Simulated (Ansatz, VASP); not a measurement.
## HfO2 in VASP and in Ansatz

```xyz
3
Lattice="0.0512 2.5831 2.5831 2.5831 0.0512 2.5831 2.5831 2.5831 0.0512" Properties=species:S:1:pos:R:3 pbc="T T T"
Hf    0.0000    0.0000    0.0000
O     1.3043    1.3043    1.3043
O     3.9130    3.9130    3.9130
```

Change from the starting cell: equal xy, yz and zx shear strains of +2 %.

Alike in both runs: task single point; functional LDA; k mesh 8 × 8 × 8; occupations fermi-dirac, width 0.01 eV; no spin polarisation.

```csv
,VASP,Ansatz
version,VASP 6.6.1,Ansatz 0.2.0
potentials or method,"VASP PAW LDA potentials, release 64 (Hf_pv, O), cutoff 520 eV","all-electron LAPW, scalar-relativistic"
```

|  | VASP | Ansatz | Ansatz less VASP |
| --- | --- | --- | --- |
| gap on the k mesh at the Fermi level (eV) | 3.53 | 3.51 | -0.026 |
| pressure (GPa) | -19.0 | -16.2 | +2.84 |
| traceless stress, the component that is largest in VASP (GPa) | -1.27 | -1.35 | -0.075 |
| rms of the force components (eV/Å) | 0.061 | 0.070 | +0.0086 |

LDA's correlation is that of Perdew and Zunger in VASP and of Perdew and Wang (1992) in Ansatz. Atom by atom the forces differ by 0.009 eV/Å (rms over components). Ansatz ran all-electron here, and VASP with PAW potentials.

Spin-orbit coupling is off throughout.
